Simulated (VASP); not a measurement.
Write the native input for VASP 6.6.1 that does the following.

```yaml
Task: relaxation of cell and atoms
Functional: PBE
Potentials_or_basis: VASP PAW PBE potentials, release 64 (Hf_pv, B)
Cutoff: 600 eV
k_mesh: 12 × 12 × 10
Occupations: fermi-dirac, width 0.1 eV
Spin: no spin polarisation
Dipole_correction: no
Further_INCAR_settings: ALGO = Normal; EDIFF = 1e-07; IBRION = 2; EDIFFG = -0.03; NSW = 80; ISIF = 3
```

The structure of HfB2 lies in POSCAR:

```
HfB2
1.0
    3.1400000000      0.0000000000      0.0000000000
   -1.5700000000      2.7193197700      0.0000000000
    0.0000000000      0.0000000000      3.4800000000
Hf B
1 2
Direct
    0.0000000000      0.0000000000      0.0000000000
    0.3333333339      0.6666666679      0.5000000000
    0.6666666661      0.3333333321      0.5000000000
```

One way to write it, as run:

INCAR

```
SYSTEM = HfB2
  PREC = Accurate
  ENCUT = 600
  EDIFF = 1E-7
  ISMEAR = -1
  SIGMA = 0.1
  LREAL = .False.
  LASPH = .True.
  NELM = 100
  ALGO = Normal
  ISIF = 3
  LWAVE = .False.
  LCHARG = .False.
  GGA = PE
  IBRION = 2
  NSW = 80
  EDIFFG = -0.03
```

KPOINTS

```
Automatic mesh
0
Gamma
  12 12 10
  0 0 0
```

Potentials or basis: VASP PAW PBE potentials, release 64 (Hf_pv, B).

Launch:

```sh
$ cat potpaw_PBE.64/Hf_pv/POTCAR potpaw_PBE.64/B/POTCAR > POTCAR
$ mpirun -np 1 vasp_std > vasp.out
```

Results of the run:

```json
{"Relaxed volume": "9.94 Å³/atom", "Relaxed cell": "a = 3.144 Å, b = 3.144 Å, c = 3.485 Å, α = 90.00°, β = 90.00°, γ = 120.00°", "Space group after relaxing (to 0.05 Å)": "P6/mmm (No. 191)", "Energy gained by relaxing": "0.1 meV/atom", "Ionic steps": "3", "Pressure after relaxing": "0.0 GPa", "Band gap on the k mesh": "zero (band 8 reaches 8.37 eV, above the bottom of band 9 at 7.06 eV)"}
```

Caveat: spin-orbit coupling is left out, which moves the levels of the heavy elements.

Run time: 88 s on 1 thread of Intel(R) Xeon(R) Platinum 8488C (Sapphire Rapids) (shared host), peak memory 0.21 GiB.
